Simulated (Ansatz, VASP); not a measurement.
# One calculation of BeAu3, two programs

POSCAR

```
BeAu3
1.0
    4.0117060000      0.0000000000      0.0000000000
    0.0000000000      4.0117060000      0.0000000000
    0.0000000000      0.0000000000      4.0117060000
Be Au
1 3
Direct
    0.0000000000      0.0000000000      0.0000000000
    0.0000000000      0.5000000000      0.5000000000
    0.5000000000      0.0000000000      0.5000000000
    0.5000000000      0.5000000000      0.0000000000
```

INCAR.step1

```
SYSTEM = BeAu3
ALGO = Normal
EDIFF = 1E-4
ENCUT = 520
GGA = PE
ISMEAR = 0
LASPH = .TRUE.
LCHARG = .FALSE.
LREAL = .FALSE.
LWAVE = .TRUE.
NBANDS = 26
NELM = 60
PREC = Accurate
SIGMA = 0.15
```

File INCAR.step2:

```
SYSTEM = BeAu3
ALGO = Normal
EDIFF = 1E-6
ENCUT = 520
ISIF = 2
ISMEAR = 0
ISTART = 1
LASPH = .TRUE.
LCHARG = .TRUE.
LELF = .TRUE.
LMIXTAU = .TRUE.
LREAL = .FALSE.
LVHAR = .TRUE.
LWAVE = .FALSE.
METAGGA = R2SCAN
NBANDS = 26
NELM = 60
PREC = Accurate
SIGMA = 0.15
```

The input KPOINTS:

```
k-points
0
G
  6 6 6
  0 0 0
```

Input for Ansatz:

```yaml
crystal:
  lattice:
    - [4.011706, 0.0, 0.0]
    - [0.0, 4.011706, 0.0]
    - [0.0, 0.0, 4.011706]
  atoms:
    - { symbol: Be, position: [0.0, 0.0, 0.0] }
    - { symbol: Au, position: [0.0, 0.5, 0.5] }
    - { symbol: Au, position: [0.5, 0.0, 0.5] }
    - { symbol: Au, position: [0.5, 0.5, 0.0] }
basis:
  ecutwfc: 650.0
kpoints:
  mp_grid:
    grid: [6, 6, 6]
hamiltonian:
  xc: r2scan
scf:
  convergence:
    dr2_threshold: 1.0e-10
  occupations:
    method: gaussian
    width: 0.15
output:
  stress: true
```

Alike in both runs: task single point; functional r2SCAN; k mesh 6 × 6 × 6; occupations gaussian, width 0.15 eV; no spin polarisation.

```csv
,VASP,Ansatz
version,VASP 6.6.1,Ansatz 0.2.0
potentials or method,"VASP PAW PBE potentials, release 64 (Be, Au), cutoff 520 eV","plane waves, PAW"
valence electrons in the cell,35,59
```

|  | VASP | Ansatz | Ansatz less VASP |
| --- | --- | --- | --- |
| pressure (GPa) | -4.3 | -4.4 | -0.14 |

VASP's potentials were made for PBE, not for r2SCAN. With one functional, cell and mesh, what is left measures potentials, basis and numerics. VASP's potentials hold 35 valence electrons a cell and Ansatz's 59, so a difference there can come from the potentials and not from the codes.

Spin-orbit coupling is off throughout.
